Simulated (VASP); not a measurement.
# Ta12AsH3 in VASP: single point with PBE+D3(BJ)

Aim: the single point of Ta12AsH3 with PBE+D3(BJ).

Everything below comes from runs of VASP 6.6.1. Logs are shortened: lines on timing, memory, paths and dates and some standing lists are left out, and cuts for length are marked.

### Step 1. The cell of the first run

The cell holds a slab with vacuum, 16 atoms: a = 5.690 Å, b = 5.690 Å, c = 24.836 Å, α = 90.00°, β = 90.00°, γ = 109.47°.

### Step 2. Single point, PBE+D3(BJ)

INCAR reads:

```
SYSTEM = Ta12AsH3
PREC = Accurate
ENCUT = 520
EDIFF = 1E-7
ISMEAR = 0
SIGMA = 0.1
LREAL = Auto
LASPH = .True.
NELM = 60
ALGO = Normal
ISIF = 2
LWAVE = .False.
LCHARG = .False.
LDIPOL = .True.
IDIPOL = 3
DIPOL = 0.5 0.5 0.455
GGA = PE
IVDW = 12
NBANDS = 84
```

KPOINTS reads:

```
regular mesh
0
Gamma
  4 4 1
  0 0 0
```

POSCAR reads:

```
Ta12AsH3
1.0
    5.6896945745      0.0000000000      0.0000000000
   -1.8965648582      5.3642954887      0.0000000000
    0.0000000000      0.0000000000     24.8364161666
Ta As H
12 1 3
Direct
    0.2500000000      0.2500000000      0.3221076643
    0.2500000000      0.7500000000      0.3221076643
    0.7500000000      0.2500000000      0.3221076643
    0.7500000000      0.7500000000      0.3221076643
    0.5029564248      0.5033325570      0.4111934382
    0.4996243529      0.0020173018      0.4130940777
    0.0016395121      0.4999096967      0.4130961394
   -0.0009946665     -0.0006500298      0.4143604822
    0.7241313152      0.7243781387      0.5085577627
    0.7566125410      0.2370778443      0.5075902086
    0.2365697974      0.7567717059      0.5075136415
    0.2750365856      0.2752701918      0.5035575916
    1.0196143309      1.0200908113      0.5778687584
    0.9145552745      0.5433059554      0.5466916511
    1.0103609915      1.0091243974      0.6388421621
    0.5425254799      0.9147152867      0.5465510893
```

Potentials or basis: VASP PAW PBE potentials, release 64 (Ta_pv, As, H).

The run is started by

```
$ cat potpaw_PBE.64/Ta_pv/POTCAR potpaw_PBE.64/As/POTCAR potpaw_PBE.64/H/POTCAR > POTCAR
$ mpirun -np 1 vasp_std > vasp.out
```

OUTCAR:

```text
SYSTEM = Ta12AsH3
   PREC = Accurate
   ENCUT = 520
   EDIFF = 1E-7
   ISMEAR = 0
   LREAL = Auto
   LASPH = .True.
   NELM = 60
   ISIF = 2
   GGA = PE
   IVDW = 12
 IVDW          = 12

 ion  position               nearest neighbor table
   1  0.250  0.250  0.322-   5 2.77   8 2.82   3 2.84   3 2.84   2 2.84   2 2.84   6 3.23   7 3.23
                             4 3.28   4 3.28
   2  0.250  0.750  0.322-   7 2.79   6 2.80   4 2.84   4 2.84   1 2.84   1 2.84   5 3.21   8 3.26
                             3 3.28   3 3.28
   3  0.750  0.250  0.322-   6 2.79   7 2.80   1 2.84   1 2.84   4 2.84   4 2.84   5 3.21   8 3.26
                             2 3.28   2 3.28
   4  0.750  0.750  0.322-   5 2.74   8 2.82   2 2.84   2 2.84   3 2.84   3 2.84   7 3.25   6 3.25
                             1 3.28   1 3.28
   5  0.503  0.503  0.411-  12 2.74   4 2.74   1 2.77   9 2.82   6 2.84   7 2.84   7 2.85   6 2.85
                             2 3.21   3 3.21   8 3.26   8 3.31  11 3.40  10 3.40
   6  0.500  0.002  0.413-   3 2.79   2 2.80   8 2.84   5 2.84   5 2.85   8 2.85  10 2.85  11 2.88
                            12 3.23   1 3.23   4 3.25   7 3.28   7 3.29   9 3.33
   7  0.002  0.500  0.413-   2 2.79   3 2.80   8 2.84   5 2.84   5 2.85   8 2.85  11 2.85  10 2.88
                            12 3.23   1 3.23   4 3.25   6 3.28   6 3.29   9 3.33
   8  0.999  0.999  0.414-   4 2.82   1 2.82   7 2.84   6 2.84   6 2.85   7 2.85  12 2.86   9 2.96
                            11 3.21  10 3.22   5 3.26   3 3.26   2 3.26   5 3.31
   9  0.724  0.724  0.509-  14 1.97  16 1.97  13 2.60   5 2.82  10 2.84  11 2.84  11 2.86  10 2.86
                            12 2.95   8 2.96   7 3.33   6 3.33
  10  0.757  0.237  0.508-  14 1.93  16 2.07  12 2.82  13 2.84   9 2.84   6 2.85   9 2.86   7 2.88
                            12 2.89   8 3.22  11 3.29  11 3.29   5 3.40
  11  0.237  0.757  0.508-  16 1.93  14 2.07  12 2.82  13 2.84   9 2.84   7 2.85   9 2.86   6 2.88
                            12 2.89   8 3.21  10 3.29  10 3.29   5 3.40
  12  0.275  0.275  0.504-  13 2.49   5 2.74  10 2.82  11 2.82   8 2.86  11 2.89  10 2.89   9 2.95
                             6 3.23   7 3.23
  13  0.020  0.020  0.578-  15 1.52  12 2.49   9 2.60  10 2.84  11 2.84
  14  0.915  0.543  0.547-  10 1.93   9 1.97  11 2.07
  15  0.010  0.009  0.639-  13 1.52
  16  0.543  0.915  0.547-  11 1.93   9 1.97  10 2.07

  LATTYP: Found a base centered orthorhombic cell.
 ALAT       =     6.5698933884
 B/A-ratio  =     1.4142135624
 C/A-ratio  =     3.7803377769

  Lattice vectors:

 A1 = (   5.6896945745,   0.0000000000,   0.0000000000)
 A2 = (  -1.8965648582,   5.3642954887,   0.0000000000)
 A3 = (   0.0000000000,   0.0000000000,  24.8364161666)

Analysis of symmetry for initial positions (statically):
=====================================================================
 Subroutine PRICEL returns:
 Original cell was already a primitive cell.

 Routine SETGRP: Setting up the symmetry group for a
 base centered orthorhombic supercell.

 Subroutine GETGRP returns: Found  1 space group operations
 (whereof  1 operations were pure point group operations)
 out of a pool of  8 trial point group operations.

The static configuration has the point symmetry C_1 .

Analysis of symmetry for dynamics (positions and initial velocities):
=====================================================================
 Subroutine PRICEL returns:
 Original cell was already a primitive cell.

 Routine SETGRP: Setting up the symmetry group for a
 base centered orthorhombic supercell.

 Subroutine GETGRP returns: Found  1 space group operations
 (whereof  1 operations were pure point group operations)
 out of a pool of  8 trial point group operations.

The dynamic configuration has the point symmetry C_1 .

 Subroutine INISYM returns: Found  1 space group operations
 (whereof  1 operations are pure point group operations),
 and found     1 'primitive' translations

----------------------------------------------------------------------------------------

                                     Primitive cell

  volume of cell :     758.0373

  direct lattice vectors                    reciprocal lattice vectors
     5.689694574  0.000000000  0.000000000     0.175756359  0.062139257  0.000000000
    -1.896564858  5.364295489  0.000000000     0.000000000  0.186417770  0.000000000
     0.000000000  0.000000000 24.836416167     0.000000000  0.000000000  0.040263458

  length of vectors
     5.689694574  5.689694575 24.836416167     0.186417770  0.186417770  0.040263458

[... 52 lines left out ...]
  Length of vectors
     0.046604442  0.046604442  0.040263458

  Shift w.r.t. Gamma in fractional coordinates (k-lattice)
     0.000000000  0.000000000  0.000000000

 Subroutine IBZKPT returns following result:
 ===========================================

 Found     10 irreducible k-points:

 Following reciprocal coordinates:
            Coordinates               Weight
  0.000000  0.000000  0.000000      1.000000
  0.250000  0.000000  0.000000      2.000000
  0.000000  0.250000  0.000000      2.000000
  0.500000  0.000000  0.000000      1.000000
  0.000000  0.500000  0.000000      1.000000
  0.250000  0.250000  0.000000      2.000000
  0.500000  0.250000  0.000000      2.000000
  0.250000  0.500000  0.000000      2.000000
 -0.250000  0.250000  0.000000      2.000000
  0.500000  0.500000  0.000000      1.000000
   k-points           NKPTS =     10   k-points in BZ     NKDIM =     10   number of bands    NBANDS=     84
   number of dos      NEDOS =    301   number of ions     NIONS =     16
   total plane-waves  NPLWV = 338688
   dimension x,y,z NGX =    42 NGY =   42 NGZ =  192
   dimension x,y,z NGXF=    84 NGYF=   84 NGZF=  384
   ions per type =              12   1   3
   NGX,Y,Z   is equivalent  to a cutoff of  12.27, 12.27, 12.85 a.u.
   NGXF,Y,Z  is equivalent  to a cutoff of  24.54, 24.54, 25.70 a.u.
 SYSTEM =  Ta12AsH3
   PREC   = accura    normal or accurate (medium, high low for compatibility)
   ISTART =      0    job   : 0-new  1-cont  2-samecut
   ICHARG =      2    charge: 1-file 2-atom 10-const
   ISPIN  =      1    spin polarized calculation?
   LNONCOLLINEAR =      F non collinear calculations
   LSORBIT =      F    spin-orbit coupling
   LASPH  =      T    aspherical Exc in radial PAW
   ENCUT  =  520.0 eV  38.22 Ry    6.18 a.u.  10.58 10.58 46.18*2*pi/ulx,y,z
   NELM   =     60;   NELMIN=  2; NELMDL= -5     # of ELM steps
   EDIFF  = 0.1E-06   stopping-criterion for ELM
   LREAL  =      T    real-space projection
   EDIFFG = 0.1E-05   stopping-criterion for IOM
   NSW    =      0    number of steps for IOM
   IBRION =     -1    ionic relax: 0-MD 1-quasi-New 2-CG
   NFREE  =      0    steps in history (QN), initial steepest desc. (CG)
   ISIF   =      2    stress and relaxation
   ISYM   =      2    0-nonsym 1-usesym 2-fastsym
   POTIM  = 0.5000    time-step for ionic-motion
   TEBEG  =    0.0;   TEEND  =   0.0 temperature during run
   PSTRESS=    0.0 pullay stress
   NELECT =     140.0000    total number of electrons
   NUPDOWN=      -1.0000    fix difference up-down
   EMIN   =  10.00;   EMAX   =-10.00  energy-range for DOS
   EFERMI =   0.00;   METHOD = LEGACY
   ISMEAR =     0;   SIGMA  =   0.10  broadening in eV -4-tet -1-fermi 0-gaus
   EFERMI_NEDOS =   21; number of points for ismear=-14 and -15
   IALGO  =     38    algorithm
   IMIX   =      4    mixing-type and parameters
     AMIX     =   0.40;   BMIX     =  1.00
     AMIX_MAG =   1.60;   BMIX_MAG =  1.00
  volume/ion in A,a.u.               =      47.38       319.72
  Fermi-wavevector in a.u.,A,eV,Ry     =   0.932296  1.761785 11.825864  0.869176
  Thomas-Fermi vector in A             =   2.058879
   LORBIT       =      0    0 simple, 1 ext, 2 COOP (PROOUT), +10 PAW based schemes
   GGA     = PE    functional components
   LHFCALC =     F    Hartree Fock is set to
   AEXX    =    0.0000 exact exchange contribution
   IVDW    =    12    specifies the selected vdW correction
   LEPSILON=     F    determine dielectric tensor
   LRPA    =     F    only Hartree local field effects (RPA)
 non-spin polarized calculation
 Gauss-broadening in eV      SIGMA  =   0.10
  energy-cutoff  :      520.00
  volume of cell :      758.04
 maximum number of plane-waves:     20452
   NGX = 21   NGY = 21   NGZ = 93

 dipolmoment           0.000000      0.000000      0.715410 electrons x Angstroem

 number of electron     140.0000018 magnetization

 dipolmoment           0.000000      0.000000     -0.118503 electrons x Angstroem

 Free energy of the ion-electron system (eV)
  ---------------------------------------------------
  ext. energy  EPLUGINS =         0.00000000
  ---------------------------------------------------
  free energy    TOTEN  =      -151.02367039 eV

  energy without entropy =     -150.95621475  energy(sigma->0) =     -150.98994257

 E-fermi :  -1.1155     XC(G=0):  -4.7582

 val. band max:       -1.1161644897   @ k =   0.5000   0.5000   0.0000
 cond. band min:      -1.1123799532   @ k =   0.2500   0.5000   0.0000
 fundamental gap:      0.0037845365
 Fermi energy:        -1.1155375405

 k-point     1 :       0.0000    0.0000    0.0000
  band No.  band energies     occupation
      1     -35.7006      2.00000
      2     -35.6833      2.00000
      3     -35.6327      2.00000
      4     -35.5975      2.00000
      5     -35.5845      2.00000
      6     -35.5545      2.00000
[... 839 lines left out ...]
     81       0.5299      0.00000
     82       0.6604      0.00000
 [bands above 82 left out]

------------------------ aborting loop because EDIFF is reached ----------------------------------------

 vacuum level on the upper side and lower side of the slab       (xc-potential included)        -0.414         0.275

 Edisp (eV)   -5.93264

 E8    (eV) :    -3.1444

  FORCE on cell =-STRESS in cart. coord.  units (eV):
  Direction    XX          YY          ZZ          XY          YZ          ZX
  --------------------------------------------------------------------------------------
  -------------------------------------------------------------------------------------
  Total      -5.87848    -5.05240     0.26155     1.15443     0.02854     0.06823
  in kB     -12.42467   -10.67868     0.55281     2.43999     0.06032     0.14422
  external pressure =       -7.52 kB  Pullay stress =        0.00 kB

 VOLUME and BASIS-vectors are now :
 -----------------------------------------------------------------------------
  energy-cutoff  :      520.00
  volume of cell :      758.04
      direct lattice vectors                 reciprocal lattice vectors
     5.689694574  0.000000000  0.000000000     0.175756359  0.062139257  0.000000000
    -1.896564858  5.364295489  0.000000000     0.000000000  0.186417770  0.000000000
     0.000000000  0.000000000 24.836416167     0.000000000  0.000000000  0.040263458

 POSITION                                       TOTAL-FORCE (eV/Angst)
 -----------------------------------------------------------------------------------
      0.94828      1.34107      8.00000        -0.076075     -0.101515     -0.107614
     -0.00000      4.02322      8.00000        -0.106843      0.050269      0.018198
      3.79313      1.34107      8.00000         0.076641     -0.079433      0.020446
      2.84485      4.02322      8.00000         0.085549      0.128099      0.042282
      1.90707      2.70002     10.21257         0.002480     -0.004605     -0.000574
      2.83888      0.01082     10.25978         0.002333     -0.002194      0.002346
[... 8 lines left out ...]
      0.04165      0.04895     15.86655        -0.000272      0.004155      0.100824
      1.35199      4.90680     13.57437         0.000375      0.002978      0.013852
 -----------------------------------------------------------------------------------
    total drift:                                0.008126      0.008777      0.010865

  FREE ENERGIE OF THE ION-ELECTRON SYSTEM (eV)
  ---------------------------------------------------
  free  energy   TOTEN  =      -156.9563129084 eV

  energy  without entropy=     -156.8888572769  energy(sigma->0) =     -156.92258509

 vacuum level on the upper side and lower side of the slab         2.886         3.586
```

Run time: 32 min. Hardware: 1 thread of Intel Xeon Platinum 8488C (Sapphire Rapids), shared host; peak memory 0.93 GiB.

Results:

| Quantity | Value |
| --- | --- |
| Free energy | -156.9563 eV |
| Largest force | 0.166 eV/Å |
| Band gap on the k mesh | zero (band 70 reaches -0.77 eV, above the bottom of band 71 at -1.49 eV) |
| Dispersion energy per atom | -0.371 eV |

Forces on the atoms (eV/Å):
```
Ta  -0.076 -0.102 -0.108
Ta  -0.107  0.050  0.018
Ta   0.077 -0.079  0.020
Ta   0.086  0.128  0.042
Ta   0.002 -0.005 -0.001
Ta   0.002 -0.002  0.002
Ta   0.002 -0.002  0.002
Ta   0.000 -0.009 -0.001
Ta  -0.010 -0.006 -0.014
Ta  -0.008  0.012 -0.020
Ta   0.015  0.002 -0.012
Ta   0.016  0.022 -0.016
As  -0.001 -0.009 -0.036
H    0.002 -0.007  0.006
H    0.000  0.004  0.101
H    0.000  0.003  0.014
```

Caveat: spin-orbit coupling is left out, which moves the levels of the heavy elements.
